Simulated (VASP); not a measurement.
# C (Fd-3m) in VASP: notebook

The runs below take C through single point, with PBE.

All numbers are computed with VASP 6.6.1; they aren't measurements. Logs are shortened: lines on timing, memory, paths and dates and some standing lists are left out, and cuts for length are marked.

## Step 1: The cell of the first run

The structure is cubic, space group Fd-3m (No. 227). Conventional cell: a = 3.494 Å, b = 3.494 Å, c = 3.494 Å, α = 90.00°, β = 90.00°, γ = 90.00°. Within 2.0 Å of C (site symmetry -43m) lie 4 C at 1.51 Å.

## Step 2: Single point, PBE

Contents of INCAR:

```
  PREC = Accurate
  ENCUT = 520
  EDIFF = 1E-6
  ISMEAR = 0
  SIGMA = 0.01
  LREAL = F
  LASPH = T
  NELM = 80
  ALGO = Normal
  ISIF = 2
  LWAVE = F
  LCHARG = T
  GGA = PE
  LELF = T
  LVHAR = T
  NBANDS = 11
```

Contents of KPOINTS:

```
Automatic mesh
0
Gamma
  8 8 8
```

Contents of POSCAR:

```
C
1.0
    0.0000000000      1.7469644787      1.7469644787
    1.7469644787      0.0000000000      1.7469644787
    1.7469644787      1.7469644787      0.0000000000
C
2
Direct
    0.0000000000      0.0000000000      0.0000000000
    0.2500000000      0.2500000000      0.2500000000
```

Potentials or basis: VASP PAW PBE potentials, release 64 (C).

Command:

```console
cat potpaw_PBE.64/C/POTCAR > POTCAR
mpirun -np 1 vasp_std > vasp.out
```

OUTCAR:

```text
PREC = Accurate
   ENCUT = 520
   EDIFF = 1E-6
   ISMEAR = 0
   LREAL = F
   LASPH = T
   NELM = 80
   ISIF = 2
   GGA = PE

 ion  position               nearest neighbor table
   1  0.000  0.000  0.000-   2 1.51   2 1.51   2 1.51   2 1.51
   2  0.250  0.250  0.250-   1 1.51   1 1.51   1 1.51   1 1.51

  LATTYP: Found a face centered cubic cell.
 ALAT       =     3.4939289574

  Lattice vectors:

 A1 = (   0.0000000000,   1.7469644787,   1.7469644787)
 A2 = (   1.7469644787,   0.0000000000,   1.7469644787)
 A3 = (   1.7469644787,   1.7469644787,   0.0000000000)

Analysis of symmetry for initial positions (statically):
=====================================================================
 Subroutine PRICEL returns:
 Original cell was already a primitive cell.

 Routine SETGRP: Setting up the symmetry group for a
 face centered cubic supercell.

 Subroutine GETGRP returns: Found 48 space group operations
 (whereof 24 operations were pure point group operations)
 out of a pool of 48 trial point group operations.

The static configuration has the point symmetry T_d .
 The point group associated with its full space group is O_h .

Analysis of symmetry for dynamics (positions and initial velocities):
=====================================================================
 Subroutine PRICEL returns:
 Original cell was already a primitive cell.

 Routine SETGRP: Setting up the symmetry group for a
 face centered cubic supercell.

 Subroutine GETGRP returns: Found 48 space group operations
 (whereof 24 operations were pure point group operations)
 out of a pool of 48 trial point group operations.

The dynamic configuration has the point symmetry T_d .
 The point group associated with its full space group is O_h .

 Subroutine INISYM returns: Found 48 space group operations
 (whereof 24 operations are pure point group operations),
 and found     1 'primitive' translations

----------------------------------------------------------------------------------------

                                     Primitive cell

  volume of cell :      10.6631

  direct lattice vectors                    reciprocal lattice vectors
     0.000000000  1.746964479  1.746964479    -0.286210742  0.286210742  0.286210742
     1.746964479  0.000000000  1.746964479     0.286210742 -0.286210742  0.286210742
     1.746964479  1.746964479  0.000000000     0.286210742  0.286210742 -0.286210742

  length of vectors
     2.470580859  2.470580859  2.470580859     0.495731547  0.495731547  0.495731547

  position of ions in fractional coordinates (direct lattice)
     0.000000000  0.000000000  0.000000000
     0.250000000  0.250000000  0.250000000

[... 87 lines left out ...]
   NELECT =       8.0000    total number of electrons
   NUPDOWN=      -1.0000    fix difference up-down
   EMIN   =  10.00;   EMAX   =-10.00  energy-range for DOS
   EFERMI =   0.00;   METHOD = LEGACY
   ISMEAR =     0;   SIGMA  =   0.01  broadening in eV -4-tet -1-fermi 0-gaus
   EFERMI_NEDOS =   21; number of points for ismear=-14 and -15
   IALGO  =     38    algorithm
   IMIX   =      4    mixing-type and parameters
     AMIX     =   0.40;   BMIX     =  1.00
     AMIX_MAG =   1.60;   BMIX_MAG =  1.00
  volume/ion in A,a.u.               =       5.33        35.98
  Fermi-wavevector in a.u.,A,eV,Ry     =   1.487570  2.811100 30.107851  2.212865
  Thomas-Fermi vector in A             =   2.600714
   LORBIT       =      0    0 simple, 1 ext, 2 COOP (PROOUT), +10 PAW based schemes
   GGA     = PE    functional components
   LHFCALC =     F    Hartree Fock is set to
   AEXX    =    0.0000 exact exchange contribution
   IVDW    =     0    specifies the selected vdW correction
   LEPSILON=     F    determine dielectric tensor
   LRPA    =     F    only Hartree local field effects (RPA)
 non-spin polarized calculation
 Gauss-broadening in eV      SIGMA  =   0.01
  energy-cutoff  :      520.00
  volume of cell :       10.66
 maximum number of plane-waves:       302
   NGX =  9   NGY =  9   NGZ =  9

 number of electron       8.0000001 magnetization

 Free energy of the ion-electron system (eV)
  ---------------------------------------------------
  ext. energy  EPLUGINS =         0.00000000
  ---------------------------------------------------
  free energy    TOTEN  =       -18.11079037 eV

  energy without entropy =      -18.11079037  energy(sigma->0) =      -18.11079037

 E-fermi :  10.7847     XC(G=0): -13.5637

 val. band max:       10.6465006702   @ k =   0.0000   0.0000   0.0000
 cond. band min:      14.9156556997   @ k =   0.3750   0.3750   0.0000
 fundamental gap:      4.2691550295
 Fermi energy:        10.7847137960

 k-point     1 :       0.0000    0.0000    0.0000
  band No.  band energies     occupation
      1     -11.6807      2.00000
      2      10.6465      2.00000
      3      10.6465      2.00000
      4      10.6465      2.00000
      5      16.4075      0.00000
      6      16.4075      0.00000
      7      16.4075      0.00000
      8      25.4257      0.00000
      9      30.7533      0.00000
     10      37.8720      0.00000
     11      37.8720      0.00000
[... 309 lines left out ...]
 k-point    24 :      -0.3750    0.2500    0.1250
  band No.  band energies     occupation
      1      -4.4933      2.00000
      2      -2.3422      2.00000
      3       4.0474      2.00000
      4       5.6593      2.00000
      5      19.1435      0.00000
      6      20.6267      0.00000
      7      24.5642      0.00000
      8      26.2829      0.00000
      9      29.5353      0.00000
     10      35.7421      0.00000
     11      37.8859      0.00000

 [... further k-points ...]

------------------------ aborting loop because EDIFF is reached ----------------------------------------

  FORCE on cell =-STRESS in cart. coord.  units (eV):
  Direction    XX          YY          ZZ          XY          YZ          ZX
  --------------------------------------------------------------------------------------
  -------------------------------------------------------------------------------------
  Total        2.2081494      2.2081494      2.2081494     -0.0000000      0.0000000     -0.0000000
  in kB      331.7850570    331.7850570    331.7850570     -0.0000000      0.0000000     -0.0000000
  external PRESSURE =     331.7850570 kB  Pullay stress =       0.0000000 kB

 VOLUME and BASIS-vectors are now :
 -----------------------------------------------------------------------------
  energy-cutoff  :      520.00
  volume of cell :       10.66
      direct lattice vectors                 reciprocal lattice vectors
     0.000000000  1.746964479  1.746964479    -0.286210742  0.286210742  0.286210742
     1.746964479  0.000000000  1.746964479     0.286210742 -0.286210742  0.286210742
     1.746964479  1.746964479  0.000000000     0.286210742  0.286210742 -0.286210742

 POSITION                                       TOTAL-FORCE (eV/Angst)
 -----------------------------------------------------------------------------------
      0.00000      0.00000      0.00000         0.000000      0.000000      0.000000
      0.87348      0.87348      0.87348        -0.000000     -0.000000     -0.000000
 -----------------------------------------------------------------------------------
    total drift:                               -0.000000     -0.000000     -0.000000

  FREE ENERGIE OF THE ION-ELECTRON SYSTEM (eV)
  ---------------------------------------------------
  free  energy   TOTEN  =       -18.1107903736 eV

  energy  without entropy=      -18.1107903736  energy(sigma->0) =      -18.11079037
```

Wall time 3.1 s (1 thread of Intel Xeon Platinum 8375C at 2.90GHz (Ice Lake), shared host); peak memory 0.11 GiB.

Results:

```yaml
Free_energy: -18.1108 eV
Pressure: 33.2 GPa
Band_gap_on_the_k_mesh: 4.27 eV, indirect (least direct gap 5.76 eV)
```

Levels at points of the mesh, in eV from the valence-band top:
```
           k point  band 1  band 2  band 3  band 4  band 5  band 6  band 7  band 8
(0.00, 0.00, 0.00)  -22.33    0.00    0.00    0.00    5.76    5.76    5.76   14.78
(0.50, 0.00, 0.00)  -16.19  -14.08   -2.96   -2.96    8.72    8.72    9.70   16.26
(0.50, 0.50, 0.00)  -13.21  -13.21   -6.68   -6.68    4.89    4.89   17.77   17.77
```

## Step 3: Single point, PBE

This run uses another cell than the first one, of 5.50 Å³/atom, 1.032 times its volume.

Contents of INCAR:

```
PREC = Accurate
ENCUT = 520
EDIFF = 1E-7
ISMEAR = 0
SIGMA = 0.01
LREAL = False
LASPH = True
NELM = 60
ALGO = Normal
ISIF = 2
LWAVE = False
LCHARG = False
GGA = PE
NBANDS = 11
```

Contents of KPOINTS:

```
regular mesh
0
Gamma
  8 8 8
```

Contents of POSCAR:

```
C
1.0
    0.0000000000      1.7653549299      1.7653549299
    1.7653549299      0.0000000000      1.7653549299
    1.7653549299      1.7653549299      0.0000000000
C
2
Direct
    0.0000000000      0.0000000000      0.0000000000
    0.2500000000      0.2500000000      0.2500000000
```

Potentials or basis: VASP PAW PBE potentials, release 64 (C).

Command:

```console
cat potpaw_PBE.64/C/POTCAR > POTCAR
mpirun -np 1 vasp_std > vasp.out
```

OUTCAR:

```text
PREC = Accurate
   ENCUT = 520
   EDIFF = 1E-7
   ISMEAR = 0
   LREAL = False
   LASPH = True
   NELM = 60
   ISIF = 2
   GGA = PE

 ion  position               nearest neighbor table
   1  0.000  0.000  0.000-   2 1.53   2 1.53   2 1.53   2 1.53
   2  0.250  0.250  0.250-   1 1.53   1 1.53   1 1.53   1 1.53

  LATTYP: Found a face centered cubic cell.
 ALAT       =     3.5307098598

  Lattice vectors:

 A1 = (   0.0000000000,   1.7653549299,   1.7653549299)
[... 523 lines left out ...]

------------------------ aborting loop because EDIFF is reached ----------------------------------------

  FORCE on cell =-STRESS in cart. coord.  units (eV):
  Direction    XX          YY          ZZ          XY          YZ          ZX
  --------------------------------------------------------------------------------------
  -------------------------------------------------------------------------------------
  Total        1.1502936      1.1502936      1.1502936      0.0000000      0.0000000      0.0000000
  in kB      167.4916546    167.4916546    167.4916546      0.0000000      0.0000000      0.0000000
  external PRESSURE =     167.4916546 kB  Pullay stress =       0.0000000 kB

 VOLUME and BASIS-vectors are now :
 -----------------------------------------------------------------------------
  energy-cutoff  :      520.00
  volume of cell :       11.00
      direct lattice vectors                 reciprocal lattice vectors
     0.000000000  1.765354930  1.765354930    -0.283229163  0.283229163  0.283229163
     1.765354930  0.000000000  1.765354930     0.283229163 -0.283229163  0.283229163
     1.765354930  1.765354930  0.000000000     0.283229163  0.283229163 -0.283229163

 POSITION                                       TOTAL-FORCE (eV/Angst)
 -----------------------------------------------------------------------------------
      0.00000      0.00000      0.00000         0.000000      0.000000      0.000000
      0.88268      0.88268      0.88268        -0.000000     -0.000000     -0.000000
 -----------------------------------------------------------------------------------
    total drift:                                0.000000      0.000000      0.000000

  FREE ENERGIE OF THE ION-ELECTRON SYSTEM (eV)
  ---------------------------------------------------
  free  energy   TOTEN  =       -18.1638821241 eV

  energy  without entropy=      -18.1638821241  energy(sigma->0) =      -18.16388212
```

It took 3.2 s on 1 thread of Intel Xeon Platinum 8375C at 2.90GHz (Ice Lake), shared host; peak memory 0.12 GiB.

What came out:

```
Free energy            : -18.1639 eV
Pressure               : 16.7 GPa
Band gap on the k mesh : 4.20 eV, indirect (least direct gap 5.67 eV)
```

## Step 4: Single point, PBE

This run uses another cell than the first one, of 5.67 Å³/atom, 1.064 times its volume.

Contents of INCAR:

```
ALGO = Normal
EDIFF = 1E-7
ENCUT = 520
GGA = PE
ISIF = 2
ISMEAR = 0
LASPH = T
LCHARG = T
LELF = T
LREAL = F
LVHAR = T
LWAVE = F
NBANDS = 11
NELM = 80
PREC = Accurate
SIGMA = 0.01
```

Contents of KPOINTS:

```
k-points
0
Gamma
  8 8 8
```

Contents of POSCAR:

```
C
1.0
    0.0000000000      1.7833700000      1.7833700000
    1.7833700000      0.0000000000      1.7833700000
    1.7833700000      1.7833700000      0.0000000000
C
2
Direct
    0.0000000000      0.0000000000      0.0000000000
    0.2500000000      0.2500000000      0.2500000000
```

Command:

```console
cat potpaw_PBE.64/C/POTCAR > POTCAR
mpirun -np 1 vasp_std > vasp.out
```

It took 3.3 s on 1 thread of Intel Xeon Platinum 8375C at 2.90GHz (Ice Lake), shared host; peak memory 0.12 GiB.

Results (log left out):

```
Free energy            : -18.1844 eV
Pressure               : 2.5 GPa
Band gap on the k mesh : 4.13 eV, indirect (least direct gap 5.59 eV)
```

Levels at points of the mesh, in eV from the valence-band top:
| k point | band 1 | band 2 | band 3 | band 4 | band 5 | band 6 | band 7 | band 8 | band 9 |
| --- | --- | --- | --- | --- | --- | --- | --- | --- | --- |
| (0.00, 0.00, 0.00) | -21.48 | 0.00 | 0.00 | 0.00 | 5.59 | 5.59 | 5.59 | 13.33 | 19.29 |
| (0.50, 0.00, 0.00) | -15.70 | -13.37 | -2.80 | -2.80 | 8.46 | 8.46 | 8.85 | 15.70 | 21.90 |
| (0.50, 0.50, 0.00) | -12.76 | -12.76 | -6.30 | -6.30 | 4.76 | 4.76 | 16.81 | 16.81 | 23.24 |

A k mesh can miss the band edges. A hybrid or GW would open this gap; PBE tends to underestimate it.

## Step 5: Overview

```csv
cell,gap on the mesh (eV),pressure (GPa)
"a = 2.471 Å, angles 60.0°, 2 atoms",4.27,33.2
"a = 2.497 Å, angles 60.0°, 2 atoms",4.20,16.7
"a = 2.522 Å, angles 60.0°, 2 atoms",4.13,2.5
```

Alike in all rows: task single point; level PBE; potentials or basis VASP PAW PBE potentials, release 64 (C); no spin polarisation; k mesh 8 × 8 × 8; cutoff (eV) 520; smearing gaussian 0.01 eV.

Absolute energies hang on the potentials; compare differences alone.
